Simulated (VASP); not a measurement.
A run of VASP 6.6.1 is set up as follows.

The input INCAR:

```
SYSTEM = Si2Ni
  PREC = Accurate
  ENCUT = 520
  EDIFF = 1E-7
  ISMEAR = 0
  SIGMA = 0.15
  LREAL = .False.
  LASPH = .True.
  NELM = 60
  ALGO = Normal
  ISIF = 2
  LWAVE = .False.
  LCHARG = .False.
  GGA = PE
  NBANDS = 16
```

File KPOINTS:

```
Automatic mesh
0
Gamma
  16 16 16
  0 0 0
```

POSCAR

```
Si2Ni
1.0
    0.0000000000      2.4953551949      3.2439617533
    2.4953551949      0.0000000000      3.2439617533
    2.4953551949      2.4953551949      0.0000000000
Si Ni
2 1
Direct
    0.2500000000      0.2500000000      0.2500000000
    0.7500000000      0.7500000000      0.7500000000
    0.0000000000      0.0000000000      0.0000000000
```

Potentials or basis: VASP PAW PBE potentials, release 64 (Si, Ni).

Run with:

```console
$ cat potpaw_PBE.64/Si/POTCAR potpaw_PBE.64/Ni/POTCAR > POTCAR
$ mpirun -np 1 vasp_std > vasp.out
```

What does it give for the pressure?

2.6 GPa.

Estimate the band gap on the k mesh.

zero (band 9 reaches 11.28 eV, above the bottom of band 10 at 9.15 eV).

Stress tensor (GPa, compression positive):
```
  8.87   0.00   0.00
  0.00   8.87   0.00
  0.00   0.00 -10.01
```

 Spin polarisation is off, so any magnetic state and its effect on volume and gap are missing.
